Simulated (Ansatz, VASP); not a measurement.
**Al3Cu: VASP beside Ansatz**

```
CELL_PARAMETERS angstrom
3.71341 0.00000 0.00000
0.00000 3.99635 0.00000
0.00000 0.00000 3.85488
ATOMIC_POSITIONS crystal
Al 0.00000 0.50000 0.50000
Al 0.50000 0.00000 0.50000
Al 0.50000 0.50000 0.00000
Cu 0.00000 0.00000 0.00000
```

Change from the starting cell: strain +e along x and -e along y -0.0367, strain +e along z and -e/2 along x and y +0.0000.

Alike in both runs: task single point; functional LDA; k mesh 10 × 10 × 10; occupations gaussian, width 0.15 eV; no spin polarisation.

|  | VASP | Ansatz |
| --- | --- | --- |
| version | VASP 6.6.1 | Ansatz 0.2.0 |
| potentials or method | VASP PAW LDA potentials, release 64 (Al, Cu), cutoff 520 eV | scalar-relativistic, plane waves, PAW |
| valence electrons in the cell | 20 | 28 |

VASP gave:

| Quantity | Value |
| --- | --- |
| gap on the k mesh at the Fermi level (eV) | none |
| pressure (GPa) | 0.7 |
| traceless stress, the component that is largest in VASP (GPa) | -4.22 |

Problem. Estimate Ansatz's values.

Solution. gap on the k mesh at the Fermi level (eV): none; pressure (GPa): 0.4; traceless stress, the component that is largest in VASP (GPa): -4.20.

Ansatz warns that its potentials were made for another functional, while VASP's fit it. LDA's correlation is that of Perdew and Zunger in VASP and of Perdew and Wang (1992) in Ansatz. A gap of «none» marks a metal or a gap that the smearing closes. VASP's potentials hold 20 valence electrons a cell and Ansatz's 28, so a difference there can come from the potentials and not from the codes.
